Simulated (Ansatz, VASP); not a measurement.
**Co in VASP and in Ansatz**

```
Co
1.0
     0.00000    1.75736    1.75736
     1.75736    0.00000    1.75736
     1.75736    1.75736    0.00000
Co
1
Direct
  0.00000 0.00000 0.00000
```

Alike in both runs: task single point; functional r2SCAN; k mesh 17 × 17 × 17; occupations fermi-dirac, width 0.05 eV; collinear spin.

|  | VASP | Ansatz |
| --- | --- | --- |
| version | VASP 6.6.1 | Ansatz 0.2.0 |
| potentials or method | VASP PAW PBE potentials, release 64 (Co), cutoff 520 eV | plane waves (500 eV) with PAW, scalar-relativistic |
| valence electrons in the cell | 9 | 17 |

|  | VASP | Ansatz | Ansatz less VASP |
| --- | --- | --- | --- |
| pressure (GPa) | 0.0 | 0.1 | +0.03 |
| net moment per atom (μB) | 1.85 | 1.86 | +0.011 |
| size of the moment on the site where the two differ most (μB) | 1.91 | 1.97 | +0.064 |

VASP's potentials were made for PBE, not for r2SCAN. Site moments also hang on the region over which each program counts them. VASP's potentials hold 9 valence electrons a cell and Ansatz's 17, so a difference there can come from the potentials and not from the codes. Ansatz's warnings: stability check not made.
